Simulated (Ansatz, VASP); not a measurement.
HfO2 in VASP and in Ansatz

The input INCAR:

```
SYSTEM = HfO2
PREC = Accurate
ENCUT = 520
EDIFF = 1E-6
ISMEAR = -1
SIGMA = 0.05
LREAL = .FALSE.
LASPH = .TRUE.
NELM = 60
ALGO = Normal
ISIF = 2
LWAVE = .FALSE.
LCHARG = .FALSE.
GGA = PS
NBANDS = 18
```

KPOINTS

```
regular mesh
0
G
  9 9 9
  0 0 0
```

POSCAR

```
HfO2
1.0
    0.0000000000      2.5575000000      2.5575000000
    2.5575000000      0.0000000000      2.5575000000
    2.5575000000      2.5575000000      0.0000000000
Hf O
1 2
Direct
    0.0000000000      0.0000000000      0.0000000000
    0.7500000000      0.7500000000      0.7500000000
    0.2500000000      0.2500000000      0.2500000000
```

The input input.yaml:

```yaml
crystal:
  lattice:
    - [0.0, 2.5575, 2.5575]
    - [2.5575, 0.0, 2.5575]
    - [2.5575, 2.5575, 0.0]
  atoms:
    - { symbol: Hf, position: [0.0, 0.0, 0.0] }
    - { symbol: O, position: [0.75, 0.75, 0.75] }
    - { symbol: O, position: [0.25, 0.25, 0.25] }
kpoints:
  mp_grid: { grid: [9, 9, 9] }
  band_path:
    path:
      - [0.0, 0.0, 0.0]
      - [0.5, 0.0, 0.5]
      - [0.5, 0.25, 0.75]
      - [0.375, 0.375, 0.75]
      - [0.0, 0.0, 0.0]
      - [0.5, 0.5, 0.5]
      - [0.625, 0.25, 0.625]
      - [0.5, 0.25, 0.75]
    npoints: 12
scf:
  occupations: { method: fermi_dirac, width: 0.05 }
hamiltonian:
  xc: pbesol
  pseudopotentials: { kind: all_electron, lapw: { basis_error: 0.002 } }
output:
  forces: true
  stress: true
  eigenvalues: true
```

Alike in both runs: functional PBEsol; k mesh 9 × 9 × 9; occupations fermi-dirac, width 0.05 eV; no spin polarisation.

|  | VASP | Ansatz |
| --- | --- | --- |
| version | VASP 6.6.1 | Ansatz 0.2.0 |
| potentials or method | VASP PAW PBE potentials, release 64 (Hf_pv, O), cutoff 520 eV | all-electron LAPW, scalar-relativistic |
| task | single point | band structure |

|  | VASP | Ansatz | Ansatz less VASP |
| --- | --- | --- | --- |
| gap on the k mesh at the Fermi level (eV) | 3.71 | 3.69 | -0.017 |
| least direct gap on the mesh (eV) | 3.83 | 3.81 | -0.016 |
| pressure (GPa) | -13.5 | -10.2 | +3.37 |

VASP's potentials were made for PBE, not for PBEsol. Ansatz ran all-electron here, and VASP with PAW potentials.

Neither program's run includes spin-orbit coupling.
